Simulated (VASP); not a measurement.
A run of VASP 6.6.1:

File INCAR:

```
  PREC = Accurate
  ENCUT = 520
  EDIFF = 1E-7
  ISMEAR = 0
  SIGMA = 0.1
  LREAL = False
  LASPH = True
  NELM = 100
  ALGO = Normal
  ISIF = 2
  LWAVE = False
  LCHARG = True
  LDIPOL = True
  IDIPOL = 3
  DIPOL = 0.5 0.5 0.500
  GGA = PE
  IVDW = 12
  LELF = True
  LVHAR = True
  LVACPOTAV = True
  NBANDS = 11
```

File KPOINTS:

```
regular mesh
0
Gamma
  21 21 1
```

File POSCAR:

```
C
1.0
    2.6140000000      0.0000000000      0.0000000000
   -1.3070000000      2.2637904055      0.0000000000
    0.0000000000      0.0000000000     26.0024170307
C
2
Direct
    0.6666666667      0.3333333333      0.5054994888
    0.3333333333      0.6666666667      0.4945005112
```

Potentials or basis: VASP PAW PBE potentials, release 64 (C).

Command:

```console
$ cat potpaw_PBE.64/C/POTCAR > POTCAR
$ mpirun -np 1 vasp_std > vasp.out
```

Hardware: 1 thread of Intel(R) Xeon(R) 6975P-C (Granite Rapids) (shared host).

Task: How long does it take, and how much memory?

Result: Run time: 56 s on 1 thread of Intel(R) Xeon(R) 6975P-C (Granite Rapids), on a shared host, peak memory 0.28 GiB. Counts: scf iterations 21, k points 48.
